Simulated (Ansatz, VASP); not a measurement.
**Si4N: VASP beside Ansatz**

INCAR

```
SYSTEM = Si4N
ALGO = Normal ; DIPOL = 0.5 0.5 0.335
EDIFF = 1E-6 ; ENCUT = 520
GGA = PE ; IDIPOL = 3
ISIF = 2 ; ISMEAR = 0
ISPIN = 2 ; IVDW = 12
LASPH = .TRUE. ; LCHARG = .FALSE.
LDIPOL = .TRUE. ; LORBIT = 11
LREAL = .FALSE. ; LWAVE = .FALSE.
MAGMOM = 0 0 0 0 3 ; NBANDS = 22
NELM = 150 ; PREC = Accurate
SIGMA = 0.05
```

File KPOINTS:

```
k-points
0
G
  7 7 1
  0 0 0
```

POSCAR

```
Si4N
1.0
    3.8333442755      0.0000000000      0.0000000000
    0.0000000000      3.8333442755      0.0000000000
    0.0000000000      0.0000000000     21.1034818114
Si N
4 1
Direct
    0.0000000000      0.5000000000      0.1895421825
    0.0000000000      0.0000000000      0.2537634269
    0.5000000000      0.0000000000      0.3207061922
    0.5000000000      0.5000000000      0.3839879070
    0.5000000000      0.5000000000      0.5261445439
```

Input for Ansatz:

```yaml
crystal:
  lattice:
    - [3.8333442755, 0.0, 0.0]
    - [0.0, 3.8333442755, 0.0]
    - [0.0, 0.0, 21.1034818114]
  atoms:
    - { symbol: Si, position: [0.0, 0.5, 0.1895421825] }
    - { symbol: Si, position: [0.0, 0.0, 0.2537634269] }
    - { symbol: Si, position: [0.5, 0.0, 0.3207061922] }
    - { symbol: Si, position: [0.5, 0.5, 0.383987907] }
    - { symbol: "N", position: [0.5, 0.5, 0.5261445439], spin: 3.0 }
basis:
  ecutwfc: 420
kpoints:
  mp_grid: { grid: [7, 7, 1] }
hamiltonian:
  xc: pbe
  pseudopotentials: { kind: paw, azcp: { folder: soft_1 } }
  dispersion: d3bj
scf:
  occupations: { method: gaussian, width: 0.05 }
output:
  forces: true
  eigenvalues: true
  populations: true
magnetization:
  spin_polarized: true
efield:
  axis: 3
  dipole_correction: true
  ramp_width: 0.04
```

Alike in both runs: task single point; functional PBE; dispersion D3(BJ); k mesh 7 × 7 × 1; occupations gaussian, width 0.05 eV; collinear spin.

|  | VASP | Ansatz |
| --- | --- | --- |
| version | VASP 6.6.1 | Ansatz 0.2.0 |
| potentials or method | VASP PAW PBE potentials, release 64 (Si, N), cutoff 520 eV | scalar-relativistic, plane waves, PAW |
| valence electrons in the cell | 21 | 21 |

|  | VASP | Ansatz | Ansatz less VASP |
| --- | --- | --- | --- |
| gap on the k mesh at the Fermi level (eV) | none | none | - |
| rms of the force components (eV/Å) | 0.208 | 0.208 | -0.0002 |
| net moment per atom (μB) | 0.51 | 0.51 | +0.001 |
| size of the moment on the site where the two differ most (μB) | 1.81 | 2.55 | +0.739 |

Site moments also hang on the region over which each program counts them. Atom by atom the forces differ by 0.002 eV/Å (rms over components). A gap of «none» marks a metal or a gap that the smearing closes. Ansatz's warnings: stability check not made.
